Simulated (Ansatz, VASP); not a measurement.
## Two plane-wave programs on BN

Contents of INCAR:

```
PREC     = Accurate       # precision mode
ENCUT    = 520            # plane-wave cutoff, eV
EDIFF    = 1E-7           # SCF threshold, eV
ISMEAR   = 0              # smearing method
SIGMA    = 0.05           # smearing width, eV
LREAL    = False          # projectors in reciprocal space
LASPH    = True           # aspherical terms in the spheres
NELM     = 60             # most SCF steps
ALGO     = Normal         # electronic algorithm
ISIF     = 2              # what is computed and relaxed
LWAVE    = False          # write WAVECAR
LCHARG   = False          # write CHGCAR
GGA      = CA             # functional
NBANDS   = 16             # bands
```

The input KPOINTS:

```
regular mesh
0
Gamma
  12 12 4
```

File POSCAR:

```
BN
1.0
    2.4871818802      0.0000000000      0.0000000000
   -1.2435909401      2.1539626921      0.0000000000
    0.0000000000      0.0000000000      6.8131373243
B N
2 2
Direct
    0.3333333333      0.6666666667      0.2500000000
    0.6666666667      0.3333333333      0.7500000000
    0.3333333333      0.6666666667      0.7500000000
    0.6666666667      0.3333333333      0.2500000000
```

Input for Ansatz:

```yaml
crystal:
  lattice:
    - [2.4871818802, 0.0, 0.0]
    - [-1.2435909401, 2.1539626921, 0.0]
    - [0.0, 0.0, 6.8131373243]
  atoms:
    - { symbol: B, position: [0.3333333333, 0.6666666667, 0.25] }
    - { symbol: B, position: [0.6666666667, 0.3333333333, 0.75] }
    - { symbol: "N", position: [0.3333333333, 0.6666666667, 0.75] }
    - { symbol: "N", position: [0.6666666667, 0.3333333333, 0.25] }
basis:
  ecutwfc: 520.0
kpoints:
  mp_grid: { grid: [12, 12, 4] }
hamiltonian:
  xc: lda
  pseudopotentials: { kind: paw, azcp: { folder: soft_1 } }
scf:
  occupations: { method: gaussian, width: 0.05 }
output:
  forces: true
  stress: true
  eigenvalues: true
  write_density: true
  write_potential: true
  elf: true
  volumetric_format: npy
```

Alike in both runs: task single point; functional LDA; k mesh 12 × 12 × 4; occupations gaussian, width 0.05 eV; no spin polarisation.

|  | VASP | Ansatz |
| --- | --- | --- |
| version | VASP 6.6.1 | Ansatz 0.2.0 |
| potentials or method | VASP PAW LDA potentials, release 64 (B, N), cutoff 520 eV | scalar-relativistic, plane waves, PAW |
| valence electrons in the cell | 16 | 16 |

```csv
,VASP,Ansatz,Ansatz less VASP
gap on the k mesh at the Fermi level (eV),4.15,4.16,+0.012
least direct gap on the mesh (eV),4.55,4.56,+0.006
pressure (GPa),0.6,0.0,-0.59
"traceless stress, the component that is largest in VASP (GPa)",-1.71,-0.95,+0.761
```

Ansatz warns that its potentials were made for another functional, while VASP's fit it. LDA's correlation is that of Perdew and Zunger in VASP and of Perdew and Wang (1992) in Ansatz.
